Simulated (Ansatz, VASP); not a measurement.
Two plane-wave programs on Cd

INCAR

```
  ALGO = Fast
  EDIFF = 1E-6
  ENCUT = 520
  GGA = PE
  ISIF = 2
  ISMEAR = 0
  LASPH = True
  LCHARG = False
  LREAL = False
  LWAVE = False
  NBANDS = 12
  NELM = 80
  PREC = Accurate
  SIGMA = 0.1
```

File KPOINTS:

```
k-points
0
Gamma
  14 14 14
```

POSCAR

```
Cd
1.0
    0.0000000000      2.2181497500      2.2181497500
    2.2181497500      0.0000000000      2.2181497500
    2.2181497500      2.2181497500      0.0000000000
Cd
1
Direct
    0.0399792665     -0.0224556525     -0.0427969302
```

Input for Ansatz:

```yaml
crystal:
  lattice:
    - [0.0, 2.21814975, 2.21814975]
    - [2.21814975, 0.0, 2.21814975]
    - [2.21814975, 2.21814975, 0.0]
  atoms:
    - { symbol: Cd, position: [0.0399792665, -0.0224556525, -0.0427969302] }
basis:
  ecutwfc: 420
kpoints:
  mp_grid: { grid: [14, 14, 14] }
hamiltonian:
  xc: pbe
scf:
  occupations: { method: gaussian, width: 0.1 }
output:
  forces: true
  stress: true
  eigenvalues: true
  populations: true
```

Change from the starting cell: one atom moved.

Alike in both runs: task single point; functional PBE; k mesh 14 × 14 × 14; occupations gaussian, width 0.1 eV; no spin polarisation.

|  | VASP | Ansatz |
| --- | --- | --- |
| version | VASP 6.6.1 | Ansatz 0.2.0 |
| potentials or method | VASP PAW PBE potentials, release 64 (Cd), cutoff 520 eV | scalar-relativistic, plane waves, PAW |
| valence electrons in the cell | 12 | 20 |

|  | VASP | Ansatz | Ansatz less VASP |
| --- | --- | --- | --- |
| gap on the k mesh at the Fermi level (eV) | none | none | - |
| pressure (GPa) | 2.5 | 2.1 | -0.36 |

A gap of «none» marks a metal or a gap that the smearing closes. With one functional, cell and mesh, what is left measures potentials, basis and numerics. VASP's potentials hold 12 valence electrons a cell and Ansatz's 20, so a difference there can come from the potentials and not from the codes.
